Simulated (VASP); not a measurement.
# Pt (Pm-3m) in VASP: single point with PBE

Aim: the single point of Pt with PBE.

Program: VASP 6.6.1. These are calculated values, not measurements. Logs are shortened: lines on timing, memory, paths and dates and some standing lists are left out, and cuts for length are marked.

## Step 1: The cell of the first run

The structure is cubic, space group Pm-3m (No. 221). The conventional cell has a = 2.467 Å, b = 2.467 Å, c = 2.467 Å, α = 90.00°, β = 90.00°, γ = 90.00°. Within 3.3 Å of Pt (site symmetry m-3m) lie 6 Pt at 2.47 Å.

## Step 2: Single point, PBE

The input, INCAR:

```
  PREC = Accurate
  ENCUT = 520
  EDIFF = 1E-6
  ISMEAR = 0
  SIGMA = 0.15
  LREAL = False
  LASPH = True
  NELM = 80
  ALGO = Fast
  ISIF = 2
  LWAVE = False
  LCHARG = True
  GGA = PE
  LELF = True
  LVHAR = True
  NBANDS = 11
```

The input, KPOINTS:

```
regular mesh
0
Gamma
  24 24 24
```

The input, POSCAR:

```
Pt
1.0
   -0.8222664745      1.6445329491      1.6445329491
    1.6445329491     -0.8222664745      1.6445329491
    1.6445329491      1.6445329491     -0.8222664745
Pt
1
Direct
    0.0000000000      0.0000000000      0.0000000000
```

Potentials or basis: VASP PAW PBE potentials, release 64 (Pt).

Run with:

```bash
> cat potpaw_PBE.64/Pt/POTCAR > POTCAR
> mpirun -np 1 vasp_std > vasp.out
```

OUTCAR:

```text
PREC = Accurate
   ENCUT = 520
   EDIFF = 1E-6
   ISMEAR = 0
   LREAL = False
   LASPH = True
   NELM = 80
   ISIF = 2
   GGA = PE

 ion  position               nearest neighbor table
   1  0.000  0.000  0.000-

  LATTYP: Found a simple cubic cell.
 ALAT       =     2.4667994236

  Lattice vectors:

 A1 = (  -0.8222664745,   1.6445329491,   1.6445329491)
 A2 = (   1.6445329491,  -0.8222664745,   1.6445329491)
 A3 = (   1.6445329491,   1.6445329491,  -0.8222664745)

Analysis of symmetry for initial positions (statically):
=====================================================================
 Subroutine PRICEL returns:
 Original cell was already a primitive cell.

 Routine SETGRP: Setting up the symmetry group for a
 simple cubic supercell.

 Subroutine GETGRP returns: Found 48 space group operations
 (whereof 48 operations were pure point group operations)
 out of a pool of 48 trial point group operations.

The static configuration has the point symmetry O_h .

Analysis of symmetry for dynamics (positions and initial velocities):
=====================================================================
 Subroutine PRICEL returns:
 Original cell was already a primitive cell.

 Routine SETGRP: Setting up the symmetry group for a
 simple cubic supercell.

 Subroutine GETGRP returns: Found 48 space group operations
 (whereof 48 operations were pure point group operations)
 out of a pool of 48 trial point group operations.

The dynamic configuration has the point symmetry O_h .

 Subroutine INISYM returns: Found 48 space group operations
 (whereof 48 operations are pure point group operations),
 and found     1 'primitive' translations

----------------------------------------------------------------------------------------

                                     Primitive cell

  volume of cell :      15.0107

  direct lattice vectors                    reciprocal lattice vectors
    -0.822266475  1.644532949  1.644532949    -0.135127863  0.270255725  0.270255725
     1.644532949 -0.822266475  1.644532949     0.270255725 -0.135127863  0.270255725
     1.644532949  1.644532949 -0.822266475     0.270255725  0.270255725 -0.135127863

  length of vectors
     2.466799424  2.466799424  2.466799424     0.405383588  0.405383588  0.405383588

  position of ions in fractional coordinates (direct lattice)
     0.000000000  0.000000000  0.000000000

  ion indices of the primitive-cell ions
   primitive index   ion index
                 1           1

----------------------------------------------------------------------------------------

 KPOINTS: regular mesh

Automatic generation of k-mesh.
 Grid dimensions read from file:
 generate k-points for:   24   24   24

 Generating k-lattice:

  Cartesian coordinates                     Fractional coordinates (reciprocal lattice)
    -0.005630328  0.011260655  0.011260655     0.041666667  0.000000000  0.000000000
     0.011260655 -0.005630328  0.011260655     0.000000000  0.041666667  0.000000000
     0.011260655  0.011260655 -0.005630328     0.000000000  0.000000000  0.041666667

  Length of vectors
     0.016890983  0.016890983  0.016890983

  Shift w.r.t. Gamma in fractional coordinates (k-lattice)
     0.000000000  0.000000000  0.000000000

 Subroutine IBZKPT returns following result:
 ===========================================

 Found    455 irreducible k-points:

 Following reciprocal coordinates:
            Coordinates               Weight
  0.000000  0.000000  0.000000      1.000000
  0.041667  0.000000 -0.000000      6.000000
  0.083333  0.000000  0.000000      6.000000
  0.125000  0.000000  0.000000      6.000000
  0.166667  0.000000  0.000000      6.000000
  0.208333  0.000000  0.000000      6.000000
[... 16 lines left out ...]
  0.416667  0.041667  0.000000     24.000000
  0.458333  0.041667  0.000000     24.000000
 [... further k-points ...]
   k-points           NKPTS =    455   k-points in BZ     NKDIM =    455   number of bands    NBANDS=     11
   number of dos      NEDOS =    301   number of ions     NIONS =      1
   total plane-waves  NPLWV =   5832
   dimension x,y,z NGX =    18 NGY =   18 NGZ =   18
   dimension x,y,z NGXF=    36 NGYF=   36 NGZF=   36
   ions per type =               1
   NGX,Y,Z   is equivalent  to a cutoff of  12.13, 12.13, 12.13 a.u.
   NGXF,Y,Z  is equivalent  to a cutoff of  24.26, 24.26, 24.26 a.u.
 SYSTEM =  unknown system
   PREC   = accura    normal or accurate (medium, high low for compatibility)
   ISTART =      0    job   : 0-new  1-cont  2-samecut
   ICHARG =      2    charge: 1-file 2-atom 10-const
   ISPIN  =      1    spin polarized calculation?
   LNONCOLLINEAR =      F non collinear calculations
   LSORBIT =      F    spin-orbit coupling
   LASPH  =      T    aspherical Exc in radial PAW
   ENCUT  =  520.0 eV  38.22 Ry    6.18 a.u.   4.59  4.59  4.59*2*pi/ulx,y,z
   NELM   =     80;   NELMIN=  2; NELMDL= -5     # of ELM steps
   EDIFF  = 0.1E-05   stopping-criterion for ELM
   LREAL  =      F    real-space projection
   EDIFFG = 0.1E-04   stopping-criterion for IOM
   NSW    =      0    number of steps for IOM
   IBRION =     -1    ionic relax: 0-MD 1-quasi-New 2-CG
   NFREE  =      0    steps in history (QN), initial steepest desc. (CG)
   ISIF   =      2    stress and relaxation
   ISYM   =      2    0-nonsym 1-usesym 2-fastsym
   POTIM  = 0.5000    time-step for ionic-motion
   TEBEG  =    0.0;   TEEND  =   0.0 temperature during run
   PSTRESS=    0.0 pullay stress
   NELECT =      10.0000    total number of electrons
   NUPDOWN=      -1.0000    fix difference up-down
   EMIN   =  10.00;   EMAX   =-10.00  energy-range for DOS
   EFERMI =   0.00;   METHOD = LEGACY
   ISMEAR =     0;   SIGMA  =   0.15  broadening in eV -4-tet -1-fermi 0-gaus
   EFERMI_NEDOS =   21; number of points for ismear=-14 and -15
   IALGO  =     68    algorithm
   IMIX   =      4    mixing-type and parameters
     AMIX     =   0.40;   BMIX     =  1.00
     AMIX_MAG =   1.60;   BMIX_MAG =  1.00
  volume/ion in A,a.u.               =      15.01       101.30
  Fermi-wavevector in a.u.,A,eV,Ry     =   1.429797  2.701924 27.814648  2.044319
  Thomas-Fermi vector in A             =   2.549712
   LORBIT       =      0    0 simple, 1 ext, 2 COOP (PROOUT), +10 PAW based schemes
   GGA     = PE    functional components
   LHFCALC =     F    Hartree Fock is set to
   AEXX    =    0.0000 exact exchange contribution
   IVDW    =     0    specifies the selected vdW correction
   LEPSILON=     F    determine dielectric tensor
   LRPA    =     F    only Hartree local field effects (RPA)
 non-spin polarized calculation
 RMM-DIIS sequential band-by-band and
 Gauss-broadening in eV      SIGMA  =   0.15
  energy-cutoff  :      520.00
  volume of cell :       15.01
 maximum number of plane-waves:       437
   NGX =  9   NGY =  9   NGZ =  9

 number of electron      10.0000000 magnetization

 number of electron       9.9999998 magnetization

 Free energy of the ion-electron system (eV)
  ---------------------------------------------------
  ext. energy  EPLUGINS =         0.00000000
  ---------------------------------------------------
  free energy    TOTEN  =        -5.21694605 eV

  energy without entropy =       -5.20537627  energy(sigma->0) =       -5.21116116

 E-fermi :  11.4287     XC(G=0): -13.3622

 val. band max:       11.4275987249   @ k =   0.4167   0.3750   0.0833
 cond. band min:      11.4319163257   @ k =   0.5000   0.3750   0.0000
 fundamental gap:      0.0043176008
 Fermi energy:        11.4286666143

 k-point     1 :       0.0000    0.0000    0.0000
  band No.  band energies     occupation
      1       1.2162      2.00000
      2       4.0698      2.00000
      3       4.0698      2.00000
      4      11.9058      0.00001
      5      11.9058      0.00001
      6      11.9058      0.00001
      7      27.5987      0.00000
      8      27.5987      0.00000
      9      27.5987      0.00000
     10      34.3816      0.00000
     11      37.2179      0.00000

 k-point     2 :       0.0417    0.0000   -0.0000
  band No.  band energies     occupation
      1       1.2756      2.00000
      2       4.0820      2.00000
      3       4.1276      2.00000
      4      11.8410      0.00010
      5      11.8410      0.00010
      6      11.9108      0.00001
      7      27.1997      0.00000
      8      27.7101      0.00000
      9      27.7101      0.00000
     10      34.6782      0.00000
     11      36.5758      0.00000

 k-point     3 :       0.0833    0.0000    0.0000
  band No.  band energies     occupation
      1       1.4475      2.00000
      2       4.1174      2.00000
      3       4.3033      2.00000
      4      11.6551      0.03279
      5      11.6551      0.03279
      6      11.9252      0.00000
      7      26.2220      0.00000
      8      28.0332      0.00000
      9      28.0332      0.00000
     10      35.2303      0.00000
     11      35.3744      0.00000

 k-point     4 :       0.1250    0.0000    0.0000
  band No.  band energies     occupation
      1       1.7136      2.00000
      2       4.1743      2.00000
      3       4.6044      2.00000
      4      11.3719      1.40746
      5      11.3719      1.40745
      6      11.9481      0.00000
      7      24.9919      0.00000
      8      28.5389      0.00000
      9      28.5389      0.00000
     10      34.1102      0.00000
     11      35.5982      0.00000
[... 239 lines left out ...]
 k-point    22 :       0.3750    0.0417    0.0000
  band No.  band energies     occupation
      1       3.8430      2.00000
      2       4.7631      2.00000
      3       8.4579      2.00000
      4       9.3211      2.00000
      5       9.5601      2.00000
      6      12.0992      0.00000
      7      18.3901      0.00000
      8      28.6081      0.00000
      9      32.2239      0.00000
     10      33.1957      0.00000
     11      34.0811      0.00000

 k-point    23 :       0.4167    0.0417    0.0000
  band No.  band energies     occupation
      1       4.0701      2.00000
      2       4.8289      2.00000
      3       8.6267      2.00000
      4       9.1263      2.00000
      5       9.9046      2.00000
      6      12.1237      0.00000
      7      17.7408      0.00000
      8      28.1951      0.00000
      9      32.2929      0.00000
     10      33.7063      0.00000
     11      33.8024      0.00000

 k-point    24 :       0.4583    0.0417    0.0000
  band No.  band energies     occupation
      1       4.2161      2.00000
      2       4.8710      2.00000
      3       8.6003      2.00000
      4       9.0066      2.00000
      5      10.3038      2.00000
      6      12.1391      0.00000
      7      17.3176      0.00000
      8      27.9426      0.00000
      9      31.9950      0.00000
     10      33.7717      0.00000
     11      34.2170      0.00000

 [... further k-points ...]

------------------------ aborting loop because EDIFF is reached ----------------------------------------

  FORCE on cell =-STRESS in cart. coord.  units (eV):
  Direction    XX          YY          ZZ          XY          YZ          ZX
  --------------------------------------------------------------------------------------
  -------------------------------------------------------------------------------------
  Total        5.2389452      5.2389452      5.2389452      0.0000000      0.0000000      0.0000000
  in kB      559.1816670    559.1816670    559.1816670      0.0000000      0.0000000      0.0000000
  external PRESSURE =     559.1816670 kB  Pullay stress =       0.0000000 kB

 VOLUME and BASIS-vectors are now :
 -----------------------------------------------------------------------------
  energy-cutoff  :      520.00
  volume of cell :       15.01
      direct lattice vectors                 reciprocal lattice vectors
    -0.822266475  1.644532949  1.644532949    -0.135127863  0.270255725  0.270255725
     1.644532949 -0.822266475  1.644532949     0.270255725 -0.135127863  0.270255725
     1.644532949  1.644532949 -0.822266475     0.270255725  0.270255725 -0.135127863

 POSITION                                       TOTAL-FORCE (eV/Angst)
 -----------------------------------------------------------------------------------
      0.00000      0.00000      0.00000         0.000000      0.000000      0.000000
 -----------------------------------------------------------------------------------
    total drift:                                0.000000      0.000000      0.000000

  FREE ENERGIE OF THE ION-ELECTRON SYSTEM (eV)
  ---------------------------------------------------
  free  energy   TOTEN  =        -5.2169460503 eV

  energy  without entropy=       -5.2053762732  energy(sigma->0) =       -5.21116116
```

Wall time 32 s (1 thread of Intel Xeon 6975P-C, shared host); peak memory 0.19 GiB.

What came out:

```yaml
Free_energy: -5.2169 eV
Pressure: 55.9 GPa
Band_gap_on_the_k_mesh: zero (band 5 reaches 14.29 eV, above the bottom of band 6 at 9.97 eV)
```

Caveat: spin-orbit coupling is left out, which moves the levels of the heavy elements.
